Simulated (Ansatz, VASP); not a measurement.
**Two plane-wave programs on Fe**

```xyz
1
Lattice="-1.4430 1.4430 1.4430 1.4430 -1.4430 1.4430 1.4430 1.4430 -1.4430" Properties=species:S:1:pos:R:3 pbc="T T T"
Fe    0.0000    0.0000    0.0000
```

Alike in both runs: task relaxation of cell and atoms; functional PBEsol; dispersion D3(BJ); k mesh 13 × 13 × 13; occupations fermi-dirac, width 0.05 eV; collinear spin.

```csv
,VASP,Ansatz
version,VASP 6.6.1,Ansatz 0.2.0
potentials or method,"VASP PAW PBE potentials, release 64 (Fe)",Ansatz PAW
plane-wave cutoff (eV),600,420
valence electrons in the cell,8,16
```

```csv
,VASP,Ansatz,Ansatz less VASP
net moment per atom (μB),2.03,2.02,-0.009
size of the moment on the site where the two differ most (μB),2.01,2.05,+0.036
relaxed volume (Å³/atom),10.54,10.55,+0.011
relaxed cell length with the largest relative difference (Å),2.392,2.393,+0.0008
```

VASP's potentials were made for PBE, not for PBEsol. Site moments also hang on the region over which each program counts them. VASP's potentials hold 8 valence electrons a cell and Ansatz's 16, so a difference there can come from the potentials and not from the codes.

Noted on Ansatz's run: the plane-wave basis is chosen anew once the cell has moved, so the energies of steps on either side of that aren't comparable.
